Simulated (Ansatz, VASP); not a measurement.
Two plane-wave programs on Ru

```xyz
2
Lattice="2.6775 0.0000 0.0000 -1.3388 2.3188 0.0000 0.0000 0.0000 4.2181" Properties=species:S:1:pos:R:3 pbc="T T T"
Ru    0.0000    1.5459    1.0545
Ru    1.3388    0.7729    3.1636
```

Alike in both runs: task single point; functional LDA; k mesh 13 × 13 × 8; occupations fermi-dirac, width 0.01 eV; no spin polarisation.

```csv
,VASP,Ansatz
version,VASP 6.6.1,Ansatz 0.2.0
potentials or method,"VASP PAW LDA potentials, release 64 (Ru_sv), cutoff 560 eV","plane waves (420 eV) with PAW, scalar-relativistic"
valence electrons in the cell,32,32
```

VASP gave:

- pressure (GPa): 0.3
- traceless stress, the component that is largest in VASP (GPa): -0.42

Problem. Which values does Ansatz return?

Solution. Pressure (GPa): -0.2; traceless stress, the component that is largest in VASP (GPa): -0.43.

Ansatz warns that its potentials were made for another functional, while VASP's fit it. LDA's correlation is that of Perdew and Zunger in VASP and of Perdew and Wang (1992) in Ansatz.
